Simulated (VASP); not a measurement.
A run of VASP 6.6.1:

INCAR

```
PREC = Accurate ; ENCUT = 520
EDIFF = 1E-6 ; ISMEAR = -1
SIGMA = 0.05 ; LREAL = Auto
LASPH = True ; NELM = 60
ALGO = Normal ; ISIF = 2
LWAVE = False ; LCHARG = False
GGA = PS ; NBANDS = 76
```

Contents of KPOINTS:

```
regular mesh
0
Gamma
  2 2 2
```

The input POSCAR:

```
KBaYB6O12
1.0
    3.6215000000      2.0908740000      5.9797560000
   -3.6215000000      2.0908740000      5.9797560000
    0.0000000000     -4.1817480000      5.9797560000
K Ba Y B O
1 1 1 6 12
Direct
    0.3153289920      0.1934734073      0.2495228569
    0.7699727152      0.7727892277      0.7990727406
    0.0220287731     -0.0014697772     -0.0129165435
    0.2474005334      0.3865417732      0.6474310471
    0.3482738045      0.6504690275      0.2812090590
    0.6087010684      0.2542622999      0.4006333403
    0.7605602675      0.6250639262      0.3229906729
    0.6181447311      0.3953641153      0.7462953998
    0.3477119362      0.7720388726      0.5872084718
    0.3409478738      0.8224058333      0.0941056274
    0.8002560798      0.1144352873      0.3096562484
    0.0861035303      0.3124462060      0.8555315340
    0.6805654628      0.2337892651      0.9254026133
    0.1398462462      0.9281936161      0.6152060762
    0.9045368432      0.6707663061      0.1101836832
    0.4688533907      0.2232921592      0.6193795357
    0.1837296912      0.5935046464      0.4828839682
    0.5364603197      0.4560516492      0.2393777603
    0.5071132947      0.7845673883      0.3880534065
    0.8102125247      0.4495056353      0.5103875098
    0.4021658939      0.5726201256      0.7785631138
```

Potentials or basis: VASP PAW PBE potentials, release 64 (K_sv, Ba_sv, Y_sv, B, O).

Launch:

```console
$ cat potpaw_PBE.64/K_sv/POTCAR potpaw_PBE.64/Ba_sv/POTCAR potpaw_PBE.64/Y_sv/POTCAR potpaw_PBE.64/B/POTCAR potpaw_PBE.64/O/POTCAR > POTCAR
$ mpirun -np 1 vasp_std > vasp.out
```

Hardware: 1 thread of Intel(R) Xeon(R) 6975P-C (Granite Rapids), with other jobs on the host.

How long does it take, and how much memory?

It took 3.4 min on 1 thread of Intel(R) Xeon(R) 6975P-C (Granite Rapids) (shared host), peak memory 0.48 GiB. Counts: scf iterations 17, k points 8.
